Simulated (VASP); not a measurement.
A run of VASP 6.6.1:

File INCAR:

```
SYSTEM = Eu
PREC = Accurate
ENCUT = 520
EDIFF = 1E-6
ISMEAR = -1
SIGMA = 0.05
LREAL = .False.
LASPH = .True.
NELM = 150
ALGO = Normal
ISIF = 2
LWAVE = .False.
LCHARG = .False.
ISPIN = 2
MAGMOM = 7.02
LORBIT = 11
LMAXMIX = 6
GGA = PE
NBANDS = 18
```

Contents of KPOINTS:

```
regular mesh
0
Gamma
  13 13 13
  0 0 0
```

The input POSCAR:

```
Eu
1.0
   -2.1939508085      2.1939508085      2.1939508085
    2.1939508085     -2.1939508085      2.1939508085
    2.1939508085      2.1939508085     -2.1939508085
Eu
1
Direct
    0.0000000000      0.0000000000      0.0000000000
```

Potentials or basis: VASP PAW PBE potentials, release 64 (Eu).

Launch:

```bash
$ cat potpaw_PBE.64/Eu/POTCAR > POTCAR
$ mpirun -np 1 vasp_std > vasp.out
```

Hardware: 1 thread of AMD EPYC 9R45 96-Core Processor (Zen 5), on a shared host.

Q: Estimate the wall time of this run.

A: Wall time 88 s on 1 thread of AMD EPYC 9R45 96-Core Processor (Zen 5) (shared host), peak memory 0.23 GiB. Counts: scf iterations 16, k points 84.
